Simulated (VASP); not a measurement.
Write the native input for VASP 6.6.1 that does the following.

```
Task                   : single point
Functional             : r2SCAN
Potentials or basis    : VASP PAW PBE potentials, release 64 (Al, Ga_d, N)
Cutoff                 : 520 eV
k mesh                 : 6 × 6 × 6
Occupations            : gaussian, width 0.05 eV
Spin                   : no spin polarisation
Dipole correction      : no
Further INCAR settings : ALGO = Normal; EDIFF = 1e-07; NBANDS = 31
```

Al3GaN4:

```
Al Ga N
1.0
     4.40144    0.00000    0.00000
     0.00000    4.40144    0.00000
     0.00000    0.00000    4.40144
Al Ga N
3 1 4
Cartesian
  2.2007 2.2007 0.0000
  2.2007 0.0000 2.2007
  0.0000 2.2007 2.2007
  0.0000 0.0000 0.0000
  3.2754 3.2754 1.1260
  3.2754 1.1260 3.2754
  1.1260 3.2754 3.2754
  1.1260 1.1260 1.1260
```

One way to write it, as run:

POSCAR

```
Al3GaN4
1.0
    4.4014385300      0.0000000000      0.0000000000
    0.0000000000      4.4014385300      0.0000000000
    0.0000000000      0.0000000000      4.4014385300
Al Ga N
3 1 4
Direct
    0.5000000000      0.5000000000      0.0000000000
    0.5000000000      0.0000000000      0.5000000000
    0.0000000000      0.5000000000      0.5000000000
    0.0000000000      0.0000000000      0.0000000000
    0.7441634300      0.7441634300      0.2558365700
    0.7441634300      0.2558365700      0.7441634300
    0.2558365700      0.7441634300      0.7441634300
    0.2558365700      0.2558365700      0.2558365700
```

INCAR.step1

```
SYSTEM = Al3GaN4
ALGO     = Normal         ! electronic algorithm
EDIFF    = 1E-4           ! SCF threshold, eV
ENCUT    = 520            ! plane-wave cutoff, eV
GGA      = PE             ! functional
ISMEAR   = 0              ! smearing method
LASPH    = .True.         ! aspherical terms in the spheres
LCHARG   = .False.        ! write CHGCAR
LREAL    = .False.        ! projectors in reciprocal space
LWAVE    = .True.         ! write WAVECAR
NBANDS   = 31             ! bands
NELM     = 100            ! most SCF steps
PREC     = Accurate       ! precision mode
SIGMA    = 0.05           ! smearing width, eV
```

INCAR.step2

```
SYSTEM = Al3GaN4
ALGO     = Normal         ! electronic algorithm
EDIFF    = 1E-7           ! SCF threshold, eV
ENCUT    = 520            ! plane-wave cutoff, eV
ISIF     = 2              ! what is computed and relaxed
ISMEAR   = 0              ! smearing method
ISTART   = 1            
LASPH    = .True.         ! aspherical terms in the spheres
LCHARG   = .False.        ! write CHGCAR
LMIXTAU  = .True.       
LREAL    = .False.        ! projectors in reciprocal space
LWAVE    = .False.        ! write WAVECAR
METAGGA  = R2SCAN         ! meta-GGA
NBANDS   = 31             ! bands
NELM     = 100            ! most SCF steps
PREC     = Accurate       ! precision mode
SIGMA    = 0.05           ! smearing width, eV
```

KPOINTS

```
k-points
0
Gamma
  6 6 6
  0 0 0
```

Potentials or basis: VASP PAW PBE potentials, release 64 (Al, Ga_d, N).

The run is started by

```console
$ cat potpaw_PBE.64/Al/POTCAR potpaw_PBE.64/Ga_d/POTCAR potpaw_PBE.64/N/POTCAR > POTCAR
$ cp INCAR.step1 INCAR
$ mpirun -np 1 vasp_std > vasp.out
$ cp INCAR.step2 INCAR
$ mpirun -np 1 vasp_std > vasp.out
```

Results of the run:

```json
{
 "Pressure": "0.0 GPa",
 "Largest force": "0.017 eV/Å",
 "Band gap on the k mesh": "4.01 eV"
}
```

Caveat: the PAW data sets were made with another functional, which shifts forces and pressure a little.

Run time: 7.8 min on 1 thread of AMD EPYC 7R13 (shared host), peak memory 0.21 GiB.
